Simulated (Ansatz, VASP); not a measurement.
# Zn: VASP beside Ansatz

File INCAR:

```
SYSTEM = Zn
PREC     = Accurate       ! precision mode
ENCUT    = 520            ! plane-wave cutoff, eV
EDIFF    = 1E-6           ! SCF threshold, eV
ISMEAR   = -1             ! smearing method
SIGMA    = 0.03           ! smearing width, eV
LREAL    = .False.        ! projectors in reciprocal space
LASPH    = .True.         ! aspherical terms in the spheres
NELM     = 100            ! most SCF steps
ALGO     = Normal         ! electronic algorithm
ISIF     = 2              ! what is computed and relaxed
LWAVE    = .False.        ! write WAVECAR
LCHARG   = .True.         ! write CHGCAR
GGA      = PS             ! functional
LELF     = .True.         ! ELF
LVHAR    = .True.       
NBANDS   = 19             ! bands
```

File KPOINTS:

```
regular mesh
0
Gamma
  16 16 8
  0 0 0
```

Contents of POSCAR:

```
Zn
1.0
    2.6647980532     -0.0133239903     -0.0133239903
   -1.3439379406      2.3144448051     -0.0048769189
   -0.0247335000     -0.0247335000      4.9467000000
Zn
2
Direct
    0.3333333333      0.6666666667      0.2500000000
    0.6666666667      0.3333333333      0.7500000000
```

Input for Ansatz:

```yaml
crystal:
  lattice:
    - [2.6647980532, -0.0133239903, -0.0133239903]
    - [-1.3439379406, 2.3144448051, -0.0048769189]
    - [-0.0247335, -0.0247335, 4.9467]
  atoms:
    - { symbol: Zn, position: [0.3333333333, 0.6666666667, 0.25] }
    - { symbol: Zn, position: [0.6666666667, 0.3333333333, 0.75] }
kpoints:
  mp_grid: { grid: [16, 16, 8] }
  band_path:
    path:
      - [0.0, 0.0, 0.0]
      - [0.0, 0.0, 0.5]
      - [-0.5, 0.5, 0.0]
      - [0.0, 0.0, 0.0]
      - [0.0, -0.5, 0.0]
      - [-0.5, 0.0, 0.5]
      - [0.0, 0.0, 0.0]
      - [-0.5, 0.0, 0.0]
      - [0.0, -0.5, 0.5]
    npoints: 5
scf:
  occupations: { method: fermi_dirac, width: 0.03 }
hamiltonian:
  xc: pbesol
  pseudopotentials: { kind: all_electron, lapw: { basis_error: 0.00025 } }
output:
  forces: true
  stress: true
  eigenvalues: true
```

Change from the starting cell: equal xy, yz and zx shear strains of -1 %.

Alike in both runs: task single point; functional PBEsol; k mesh 16 × 16 × 8; occupations fermi-dirac, width 0.03 eV; no spin polarisation.

|  | VASP | Ansatz |
| --- | --- | --- |
| version | VASP 6.6.1 | Ansatz 0.2.0 |
| potentials or method | VASP PAW PBE potentials, release 64 (Zn), cutoff 520 eV | all-electron LAPW, scalar-relativistic |

```csv
,VASP,Ansatz,Ansatz less VASP
pressure (GPa),-5.1,-5.4,-0.35
"traceless stress, the component that is largest in VASP (GPa)",0.83,0.82,-0.007
```

VASP's potentials were made for PBE, not for PBEsol. Ansatz ran all-electron here, and VASP with PAW potentials.
